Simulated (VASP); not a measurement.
Set up this calculation in VASP 6.6.1, as the native input.

| Item | Value |
| --- | --- |
| Task | relaxation of cell and atoms |
| Functional | PBEsol |
| Potentials or basis | VASP PAW PBE potentials, release 64 (Mo_sv, Se) |
| Cutoff | 600 eV |
| k mesh | 6 × 6 × 6 |
| Occupations | gaussian, width 0.1 eV |
| Spin | collinear spin |
| Starting moments | [0.24, 0.0] μB |
| Dipole correction | no |
| Further INCAR settings | ALGO = Normal; EDIFF = 1e-07; IBRION = 2; EDIFFG = -0.05; NSW = 100; ISIF = 3 |

The structure of MoSe lies in POSCAR:

```
MoSe
1.0
    0.0000000000      2.7087542727      2.7087542727
    2.7087542727      0.0000000000      2.7087542727
    2.7087542727      2.7087542727      0.0000000000
Mo Se
1 1
Direct
    0.0000000000      0.0000000000      0.0000000000
    0.2500000000      0.2500000000      0.2500000000
```

One way to write it, as run:

INCAR

```
ALGO = Normal
EDIFF = 1E-7
EDIFFG = -0.05
ENCUT = 600
GGA = PS
IBRION = 2
ISIF = 3
ISMEAR = 0
ISPIN = 2
LASPH = True
LCHARG = False
LMAXMIX = 4
LORBIT = 11
LREAL = False
LWAVE = False
MAGMOM = 0.24 0
NELM = 150
NSW = 100
PREC = Accurate
SIGMA = 0.1
```

KPOINTS

```
k-points
0
Gamma
  6 6 6
```

Potentials or basis: VASP PAW PBE potentials, release 64 (Mo_sv, Se).

The run is started by

```bash
$ cat potpaw_PBE.64/Mo_sv/POTCAR potpaw_PBE.64/Se/POTCAR > POTCAR
$ mpirun -np 1 vasp_std > vasp.out
```

Results of the run:

| Property | Result |
| --- | --- |
| Relaxed volume | 21.79 Å³/atom |
| Relaxed cell | a = 3.950 Å, b = 3.950 Å, c = 3.950 Å, α = 60.00°, β = 60.00°, γ = 60.00° |
| Space group after relaxing (to 0.1 Å) | F-43m (No. 216) |
| Energy gained by relaxing | 73.4 meV/atom |
| Ionic steps | 4 |
| Pressure after relaxing | -0.1 GPa |
| Band gap on the k mesh | zero (filled and empty bands overlap) |
| Net moment | 0.00 μB per cell |
| Valence electrons inside the program's atomic spheres | Mo 12.53; Se 4.00 |

Caveat: the PAW data sets were made with another functional, which shifts forces and pressure a little.

Wall time 43 s on 1 thread of Intel(R) Xeon(R) 6975P-C (Granite Rapids) (shared host), peak memory 0.21 GiB.
